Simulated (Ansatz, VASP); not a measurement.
One calculation of ScAl, two programs

POSCAR

```
ScAl
1.0
    3.3703489700      0.0000000000      0.0000000000
    0.0000000000      3.3703489700      0.0000000000
    0.0000000000      0.0000000000      3.3703489700
Sc Al
1 1
Direct
    0.5000000000      0.5000000000      0.5000000000
    0.0000000000      0.0000000000      0.0000000000
```

Contents of INCAR.step1:

```
SYSTEM = ScAl
  ALGO = Normal
  EDIFF = 1E-4
  ENCUT = 520
  GGA = PE
  ISMEAR = 0
  LASPH = .True.
  LCHARG = .False.
  LREAL = .False.
  LWAVE = .True.
  NBANDS = 14
  NELM = 60
  PREC = Accurate
  SIGMA = 0.1
```

File INCAR.step2:

```
SYSTEM = ScAl
  ALGO = Normal
  EDIFF = 1E-6
  ENCUT = 520
  ISIF = 2
  ISMEAR = 0
  ISTART = 1
  LASPH = .True.
  LCHARG = .True.
  LELF = .True.
  LMIXTAU = .True.
  LREAL = .False.
  LVHAR = .True.
  LWAVE = .False.
  METAGGA = R2SCAN
  NBANDS = 14
  NELM = 60
  PREC = Accurate
  SIGMA = 0.1
```

Contents of KPOINTS:

```
k-points
0
Gamma
  12 12 12
  0 0 0
```

Input for Ansatz:

```yaml
crystal:
  lattice:
    - [3.37034897, 0.0, 0.0]
    - [0.0, 3.37034897, 0.0]
    - [0.0, 0.0, 3.37034897]
  atoms:
    - { symbol: Sc, position: [0.5, 0.5, 0.5] }
    - { symbol: Al, position: [0.0, 0.0, 0.0] }
basis:
  ecutwfc: 520
kpoints:
  mp_grid: { grid: [12, 12, 12] }
hamiltonian:
  xc: r2scan
scf:
  occupations: { method: gaussian, width: 0.1 }
output:
  forces: true
  stress: true
  eigenvalues: true
```

Alike in both runs: task single point; functional r2SCAN; k mesh 12 × 12 × 12; occupations gaussian, width 0.1 eV; no spin polarisation.

```csv
,VASP,Ansatz
version,VASP 6.6.1,Ansatz 0.2.0
potentials or method,"VASP PAW PBE potentials, release 64 (Sc_sv, Al), cutoff 520 eV","scalar-relativistic, plane waves, PAW"
valence electrons in the cell,14,14
```

|  | VASP | Ansatz | Ansatz less VASP |
| --- | --- | --- | --- |
| gap on the k mesh at the Fermi level (eV) | none | none | - |
| pressure (GPa) | 0.1 | -0.1 | -0.14 |

VASP's potentials were made for PBE, not for r2SCAN. A gap of «none» marks a metal or a gap that the smearing closes.
